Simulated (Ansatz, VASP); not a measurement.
## LiF in VASP and in Ansatz

```
CELL_PARAMETERS angstrom
0.00000 2.01400 2.01400
2.01400 0.00000 2.01400
2.01400 2.01400 0.00000
ATOMIC_POSITIONS crystal
Li 0.00000 0.00000 0.00000
F 0.50000 0.50000 0.50000
```

Alike in both runs: task relaxation of cell and atoms; functional LDA; k mesh 16 × 16 × 16; occupations fermi-dirac, width 0.1 eV; no spin polarisation.

|  | VASP | Ansatz |
| --- | --- | --- |
| version | VASP 6.6.1 | Ansatz 0.2.0 |
| potentials or method | VASP PAW LDA potentials, release 64 (Li_sv, F) | PAW with Ansatz's default frozen-core files, scalar-relativistic |
| plane-wave cutoff (eV) | 600 | 420 |
| valence electrons in the cell | 10 | 10 |

```tsv
	VASP	Ansatz	Ansatz less VASP
relaxed volume (Å³/atom)	7.40	7.47	+0.071
relaxed cell length with the largest relative difference (Å)	2.755	2.764	+0.0088
```

LDA's correlation is that of Perdew and Zunger in VASP and of Perdew and Wang (1992) in Ansatz.

Noted on VASP's run: the cutoff is short for stress, so the pressure is rough.
